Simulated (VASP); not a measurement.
Input of a VASP 6.6.1 run:

File INCAR:

```
PREC     = Accurate       # precision mode
ENCUT    = 520            # plane-wave cutoff, eV
EDIFF    = 1E-8           # SCF threshold, eV
ISMEAR   = -1             # smearing method
SIGMA    = 0.03           # smearing width, eV
LREAL    = False          # projectors in reciprocal space
LASPH    = True           # aspherical terms in the spheres
NELM     = 80             # most SCF steps
ALGO     = Normal         # electronic algorithm
ISIF     = 2              # what is computed and relaxed
LWAVE    = False          # write WAVECAR
LCHARG   = False          # write CHGCAR
GGA      = PS             # functional
LEFG     = True         
NBANDS   = 11             # bands
```

Contents of KPOINTS:

```
Automatic mesh
0
Gamma
  10 10 10
```

The input POSCAR:

```
MgS
1.0
    0.0000000000      2.5664882573      2.5664882573
    2.5664882573      0.0000000000      2.5664882573
    2.5664882573      2.5664882573      0.0000000000
Mg S
1 1
Direct
    0.0000000000      0.0000000000      0.0000000000
    0.5000000000      0.5000000000      0.5000000000
```

Potentials or basis: VASP PAW PBE potentials, release 64 (Mg, S).

Launch:

```bash
$ cat potpaw_PBE.64/Mg/POTCAR potpaw_PBE.64/S/POTCAR > POTCAR
$ mpirun -np 1 vasp_std > vasp.out
```

(1) Estimate the pressure.

(2) Estimate the band gap on the k mesh.

## Answers

(1) 2.2 GPa.

(2) 2.79 eV, indirect (least direct gap 3.92 eV).

Caveat: without QUAD_EFG the Cq values of the log hold for a quadrupole moment of 1 mb, not for the nuclei; the PAW data sets were made with another functional, which shifts forces and pressure a little.
